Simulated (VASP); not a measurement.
Set up this calculation in VASP 6.6.1, as the native input.

```
Task                   : single point
Functional             : r2SCAN
Potentials or basis    : VASP PAW PBE potentials, release 64 (Cd, Te)
Cutoff                 : 520 eV
k mesh                 : 8 × 8 × 8
Occupations            : gaussian, width 0.02 eV
Spin                   : no spin polarisation
Dipole correction      : no
Further INCAR settings : ALGO = Normal; EDIFF = 1e-06; NBANDS = 16
```

CdTe:

```
Cd Te
1.0
     0.00000    3.34219    3.34219
     3.34219    0.00000    3.34219
     3.34219    3.34219    0.00000
Cd Te
1 1
Direct
  0.00000 0.00000 0.00000
  0.25000 0.25000 0.25000
```

The input as run:

POSCAR

```
CdTe
1.0
    0.0000000000      3.3421854195      3.3421854195
    3.3421854195      0.0000000000      3.3421854195
    3.3421854195      3.3421854195      0.0000000000
Cd Te
1 1
Direct
    0.0000000000      0.0000000000      0.0000000000
    0.2500000000      0.2500000000      0.2500000000
```

INCAR.step1

```
PREC = Accurate ; ENCUT = 520
ISMEAR = 0 ; SIGMA = 0.02
LREAL = F ; LASPH = T
NELM = 60 ; NBANDS = 16
GGA = PE ; ALGO = Normal
EDIFF = 1E-4 ; LWAVE = T
LCHARG = F
```

INCAR.step2

```
PREC = Accurate ; ENCUT = 520
EDIFF = 1E-6 ; ISMEAR = 0
SIGMA = 0.02 ; LREAL = F
LASPH = T ; NELM = 60
ALGO = Normal ; ISIF = 2
LWAVE = F ; LCHARG = T
METAGGA = R2SCAN ; LMIXTAU = T
LELF = T ; LVHAR = T
NBANDS = 16 ; ISTART = 1
```

KPOINTS

```
Automatic mesh
0
Gamma
  8 8 8
```

Potentials or basis: VASP PAW PBE potentials, release 64 (Cd, Te).

Launch:

```bash
$ cat potpaw_PBE.64/Cd/POTCAR potpaw_PBE.64/Te/POTCAR > POTCAR
$ cp INCAR.step1 INCAR
$ mpirun -np 1 vasp_std > vasp.out
$ cp INCAR.step2 INCAR
$ mpirun -np 1 vasp_std > vasp.out
```

Results of the run:

| Quantity | Value |
| --- | --- |
| Pressure | -1.9 GPa |
| Band gap on the k mesh | 0.97 eV |

Caveat: the PAW data sets were made with another functional, which shifts forces and pressure a little; spin-orbit coupling is left out, which moves the levels of the heavy elements.

It took 82 s on 1 thread of Intel Xeon 6975P-C, with other jobs on the host, peak memory 0.23 GiB.
